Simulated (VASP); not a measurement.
Input of a VASP 6.6.1 run:

File INCAR:

```
SYSTEM = LiCl
  ALGO = Normal
  EDIFF = 1E-6
  ENCUT = 650
  GGA = PS
  GGA_COMPAT = .False.
  ISIF = 2
  ISMEAR = -1
  ISYM = -1
  LASPH = .True.
  LCHARG = .False.
  LREAL = Auto
  LWAVE = .False.
  NBANDS = 192
  NELM = 120
  PREC = Accurate
  SIGMA = 0.05
```

KPOINTS

```
explicit points
1
Reciprocal
  0.25000000   0.25000000   0.25000000 1
```

The input POSCAR:

```
LiCl
1.0
   10.1327090000      0.0000000000      0.0000000000
    0.0000000000     10.1327090000      0.0000000000
    0.0000000000      0.0000000000     10.1327090000
Cl Li
31 31
Direct
    0.2497380000      0.0005870000      0.0000160000
    0.2464500000      0.0005690000      0.5000240000
    0.2464410000      0.5006140000      0.0000150000
    0.7524420000      0.0005960000      0.0000250000
    0.7543070000      0.0006290000      0.5000140000
    0.7543110000      0.5005890000      0.0000570000
    0.7459590000      0.5005610000      0.4999970000
    0.0025970000      0.2511610000      0.0000640000
    0.0081990000      0.2565920000      0.5000480000
    0.0026160000      0.7500270000      0.0000170000
    0.0079730000      0.7447000000      0.5000360000
    0.4998230000      0.2489550000      0.0000220000
    0.4964750000      0.2429860000      0.5000530000
    0.4997770000      0.7522320000      0.0000600000
    0.4965260000      0.7582420000      0.5000170000
    0.0025960000      0.0006380000      0.2505810000
    0.0026170000      0.0005900000      0.7494510000
    0.0081910000      0.5006040000      0.2560380000
    0.0079790000      0.5005960000      0.7441260000
    0.4998230000      0.0005830000      0.2483840000
    0.4997910000      0.0005930000      0.7516600000
    0.4964740000      0.5006090000      0.2424340000
    0.4965210000      0.5005890000      0.7577020000
    0.2510460000      0.2551710000      0.2546050000
    0.2509680000      0.2551740000      0.7455320000
    0.2509530000      0.7460800000      0.2546170000
    0.2509880000      0.7458930000      0.7453210000
    0.7520820000      0.2512070000      0.2506390000
    0.7520950000      0.2511460000      0.7494090000
    0.7520990000      0.7499690000      0.2505750000
    0.7520150000      0.7500210000      0.7494520000
    0.9996020000      0.0006120000      0.9999960000
    0.9975260000      0.0006310000      0.4999850000
    0.9975090000      0.5005960000      0.9999100000
    0.9716990000      0.5005560000      0.4999530000
    0.5027420000      0.0005890000      0.0000170000
    0.5046650000      0.0005900000      0.4999880000
    0.5046530000      0.5006490000      0.0000460000
    0.2527200000      0.2486450000      0.0001220000
    0.2569700000      0.2300010000      0.5000530000
    0.2526980000      0.7526070000      0.0000490000
    0.2570200000      0.7711970000      0.5000600000
    0.7494820000      0.2511160000      0.0000130000
    0.7402550000      0.2556750000      0.5000170000
    0.7494430000      0.7500770000      0.9999750000
    0.7404160000      0.7455260000      0.4999840000
    0.2527310000      0.0005780000      0.2480560000
    0.2527570000      0.0006510000      0.7520260000
    0.2569560000      0.5006130000      0.2294470000
    0.2570170000      0.5006380000      0.7706330000
    0.7494710000      0.0005850000      0.2505080000
    0.7494660000      0.0005840000      0.7494580000
    0.7403650000      0.5005690000      0.2550480000
    0.7403330000      0.5005720000      0.7449130000
    0.0005850000      0.2519300000      0.2513280000
    0.0005520000      0.2518940000      0.7487270000
    0.0005020000      0.7493360000      0.2513230000
    0.0005160000      0.7492960000      0.7487030000
    0.5018040000      0.2556720000      0.2551210000
    0.5017780000      0.2556620000      0.7450650000
    0.5017550000      0.7455320000      0.2550940000
    0.5017380000      0.7455170000      0.7449010000
```

Potentials or basis: VASP PAW PBE potentials, release 64 (Cl, Li_sv).

Command:

```console
$ cat potpaw_PBE.64/Cl/POTCAR potpaw_PBE.64/Li_sv/POTCAR > POTCAR
$ mpirun -np 1 vasp_std > vasp.out
```

Question: What does it give for the largest force?

Answer: 0.011 eV/Å.

Question: Predict the band gap on the k mesh.

Answer: 5.69 eV.

Question: Predict the pressure.

Answer: -0.1 GPa.

Stress tensor (GPa, compression positive):
```
-0.17 -0.09 -0.09
-0.09 -0.02 -0.09
-0.09 -0.09 -0.02
```

Caveat: the PAW data sets were made with another functional, which shifts forces and pressure a little.
